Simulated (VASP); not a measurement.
Runs of VASP 6.6.1 on Ti. The structure is that of space group P6/mmm (No. 191), or close to it. The cells are those of the table. This isn't the form of Ti at room conditions, which is hcp.

```csv
cell,gap on the mesh (eV),pressure (GPa)
"a = 4.380, b = 4.380, c = 2.658 Å, angles 90.0, 90.0, 120.0°, 3 atoms",none,15.8
"a = 4.515, b = 4.515, c = 2.770 Å, angles 90.0, 90.0, 120.0°, 3 atoms",none,1.0
"a = 4.461, b = 4.461, c = 2.530 Å, angles 90.0, 90.0, 120.0°, 3 atoms",none,18.6
"a = 4.569, b = 4.569, c = 2.462 Å, angles 90.0, 90.0, 120.0°, 3 atoms",none,14.9
"a = 4.461, b = 4.461, c = 2.826 Å, angles 90.0, 90.0, 120.0°, 3 atoms",none,1.4
"a = 4.596, b = 4.596, c = 2.664 Å, angles 90.0, 90.0, 120.0°, 3 atoms",none,1.9
"a = 4.569, b = 4.569, c = 2.714 Å, angles 90.0, 90.0, 120.0°, 3 atoms",none,0.7
"a = 4.434, b = 4.434, c = 2.882 Å, angles 90.0, 90.0, 120.0°, 3 atoms",none,0.3
"a = 4.407, b = 4.407, c = 2.597 Å, angles 90.0, 90.0, 120.0°, 3 atoms",none,(a)
"a = 4.488, b = 4.488, c = 2.530 Å, angles 90.0, 90.0, 120.0°, 3 atoms",none,(b)
"a = 4.407, b = 4.407, c = 2.910 Å, angles 90.0, 90.0, 120.0°, 3 atoms",none,0.7
"a = 4.596, b = 4.596, c = 2.686 Å, angles 90.0, 90.0, 120.0°, 3 atoms",none,0.6
```

Alike in all rows: task single point; level PBEsol; potentials or basis VASP PAW PBE potentials, release 64 (Ti_sv); no spin polarisation; k mesh 12 × 12 × 14; cutoff (eV) 520; smearing gaussian 0.15 eV.

Task: Estimate the missing entries.

Result: (a) 17.8; (b) 16.8.

Caveats: the PAW data sets were made with another functional, which shifts forces and pressure a little; the stress differs along the axes, from 14 to 20 GPa (at least some runs); the stress differs along the axes, from 13 to 31 GPa (at least some runs); the stress differs along the axes, from 12 to 20 GPa (at least some runs); the stress differs along the axes, from -3 to 11 GPa (at least some runs); the stress differs along the axes, from -2 to 6 GPa (at least some runs); the stress differs along the axes, from -6 to 3 GPa (at least some runs).

A gap of «none» marks levels without a gap at the run's occupations.
